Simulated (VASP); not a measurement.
TbGa2O3, 12 atoms in the cell. The structure is tetragonal, space group P4/mmm (No. 123). The conventional cell has a = 3.202 Å, b = 3.202 Å, c = 8.385 Å, α = 90.00°, β = 90.00°, γ = 90.00°. Within 3.0 Å of Tb (site symmetry 4/mmm) lie 6 O at 2.26 to 2.33 Å. Ga (site symmetry 4mm) has 5 O at 2.33 to 2.88 Å and 5 Ga at 2.62 to 3.20 Å within 3.3 Å. Within 3.3 Å of O (site symmetry 4mm) lie 1 Tb at 2.33 Å and 4 Ga at 2.33 Å and 8 O at 3.20 to 3.25 Å. Within 3.0 Å of O (site symmetry 4/mmm) lie 4 Tb at 2.26 Å and 2 Ga at 2.88 Å. 

```yaml
Program: VASP 6.6.1
Task: single point
Functional: PBE
Potentials_or_basis: VASP PAW PBE potentials, release 64 (Tb_3, Ga_d, O), 4f in core
Cutoff: 600 eV
k_mesh: 6 × 6 × 2
Occupations: gaussian, width 0.2 eV
Spin: no spin polarisation
Dipole_correction: no
Further_INCAR_settings: ALGO = Normal; EDIFF = 1e-06; NBANDS = 65
```

Potentials or basis: VASP PAW PBE potentials, release 64 (Tb_3, Ga_d, O), 4f in core.

Run with:

```bash
$ cat potpaw_PBE.64/Tb_3/POTCAR potpaw_PBE.64/Ga_d/POTCAR potpaw_PBE.64/O/POTCAR > POTCAR
$ mpirun -np 1 vasp_std > vasp.out
```

Hardware: 1 thread of Intel(R) Xeon(R) 6975P-C (Granite Rapids), on a shared host.

Task: How long does it take, and how much memory?

Result: Wall time 3.9 min on 1 thread of Intel(R) Xeon(R) 6975P-C (Granite Rapids) (shared host), peak memory 0.44 GiB. Counts: scf iterations 15, k points 20.
